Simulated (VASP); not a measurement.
Write the native input for VASP 6.6.1 that does the following.

| Quantity | Value |
| --- | --- |
| Task | electric field gradients |
| Functional | PBE |
| Potentials or basis | VASP PAW PBE potentials, release 64 (B, As) |
| Cutoff | 520 eV |
| k mesh | 15 × 15 × 15 |
| Occupations | fermi-dirac, width 0.03 eV |
| Spin | no spin polarisation |
| Dipole correction | no |
| Further INCAR settings | ALGO = Normal; EDIFF = 1e-08; NBANDS = 11 |

The structure of BAs lies in POSCAR:

```
BAs
1.0
    0.0000000000      2.3562190158      2.3562190158
    2.3562190158      0.0000000000      2.3562190158
    2.3562190158      2.3562190158      0.0000000000
B As
1 1
Direct
    0.0000000000      0.0000000000      0.0000000000
    0.7500000000      0.7500000000      0.7500000000
```

This cell differs from its parent crystal: volume scaled by 0.96.

The input as run:

INCAR

```
ALGO = Normal
EDIFF = 1E-8
ENCUT = 520
GGA = PE
ISIF = 2
ISMEAR = -1
LASPH = True
LCHARG = False
LEFG = True
LREAL = False
LWAVE = False
NBANDS = 11
NELM = 60
PREC = Accurate
SIGMA = 0.03
```

KPOINTS

```
k-points
0
Gamma
  15 15 15
```

Potentials or basis: VASP PAW PBE potentials, release 64 (B, As).

The run is started by

```bash
$ cat potpaw_PBE.64/B/POTCAR potpaw_PBE.64/As/POTCAR > POTCAR
$ mpirun -np 1 vasp_std > vasp.out
```

Results of the run:

```yaml
Pressure: 9.9 GPa
Band_gap_on_the_k_mesh: 1.13 eV, indirect (least direct gap 3.33 eV)
```

Caveat: without QUAD_EFG the Cq values of the log hold for a quadrupole moment of 1 mb, not for the nuclei.

Wall time 28 s on 1 thread of AMD EPYC 9R45 96-Core Processor (Zen 5), with other jobs on the host, peak memory 0.15 GiB.
